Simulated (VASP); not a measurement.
Runs of VASP 6.6.1 on EuO. The structure is cubic, space group Fm-3m (No. 225). The conventional cell has a = 5.144 Å, b = 5.144 Å, c = 5.144 Å, α = 90.00°, β = 90.00°, γ = 90.00°. Eu (site symmetry m-3m) has 6 O at 2.57 Å within 3.4 Å. Within 3.4 Å of O (site symmetry m-3m) lie 6 Eu at 2.57 Å. 

```csv
spin,fixed moment (μB),gap on the mesh (eV),pressure (GPa),moment (μB)
"collinear, ferromagnetic start",1.75,-,-13.3,1.75
"collinear, ferromagnetic start",3.5,-,-13.0,3.50
"collinear, ferromagnetic start",-,(b),(a),7.00
"collinear, zero start",0.0,-,-17.7,0.00
"collinear, ferromagnetic start",7.7,-,-5.0,7.70
off,-,none,-22.0,-
```

Alike in all rows: task single point; level LDA+U; potentials or basis VASP PAW PBE potentials, release 64 (Eu, O); Eu f U = 7.0 eV; cell as given; k mesh 6 × 6 × 6; cutoff (eV) 600; smearing gaussian 0.05 eV.

Q: Estimate the missing entries.

A: (a) -6.3; (b) 0.12.

Caveats: the cell stands under tension; the PAW data sets were made with another functional, which shifts forces and pressure a little; spin-orbit coupling is left out, which moves the levels of the heavy elements; the total moment is fixed, so each spin has its own Fermi level (at least some runs); a cell with one magnetic atom can't hold antiferromagnetic order, which such compounds often take (at least some runs); an odd number of electrons without spin polarisation forces a metal (at least some runs); a magnetic or distorted state may lie lower (at least some runs).

A k mesh can miss the band edges, and the runs leave out spin-orbit coupling on Eu.

A gap of «none» marks levels without a gap at the run's occupations.
